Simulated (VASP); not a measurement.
## MoS2: single point with PBEsol

The system is MoS2.

```
Mo S
1.0
     3.25942    0.00000    0.00000
    -1.62971    2.82274    0.00000
     0.00000    0.00000    6.37498
Mo S
1 2
Direct
  0.00000 0.00000 0.50000
  0.33333 0.66667 0.25532
  0.66667 0.33333 0.74468
```

```
Program             : VASP 6.6.1
Task                : single point
Functional          : PBEsol
Potentials or basis : VASP PAW PBE potentials, release 64 (Mo_sv, S)
Cutoff              : 520 eV
k mesh              : 10 × 10 × 5
Occupations         : fermi-dirac, width 0.1 eV
Spin                : no spin polarisation
```

* Pressure: -6.8 GPa
* Largest force: 0.426 eV/Å
* Band gap on the k mesh: zero (band 13 reaches 6.86 eV, above the bottom of band 14 at 6.09 eV)

Forces on the atoms (eV/Å):
```
Mo   0.000  0.000  0.000
S    0.000  0.000  0.426
S    0.000  0.000 -0.426
```

Stress tensor (GPa, compression positive):
```
-7.84  0.00  0.00
 0.00 -7.84  0.00
 0.00  0.00 -4.67
```

Levels at points of the mesh, in eV from the Fermi level:
```tsv
k point	band 9	band 10	band 11	band 12	band 13	band 14	band 15	band 16	band 17	band 18
(0.00, 0.00, 0.00)	-3.90	-1.79	-1.01	-0.91	-0.91	-0.31	-0.31	3.10	3.10	5.83
(0.50, 0.00, 0.00)	-4.62	-3.97	-3.12	-1.73	-1.68	0.89	1.64	3.51	3.69	5.54
```

Wall time 94 s on 1 thread of Intel Xeon 8259CL, with other jobs on the host, peak memory 0.21 GiB.

Caveat: the PAW data sets were made with another functional, which shifts forces and pressure a little; this functional lacks dispersion, which binds the layers, so the pressure and a relaxed spacing across them are unreliable.
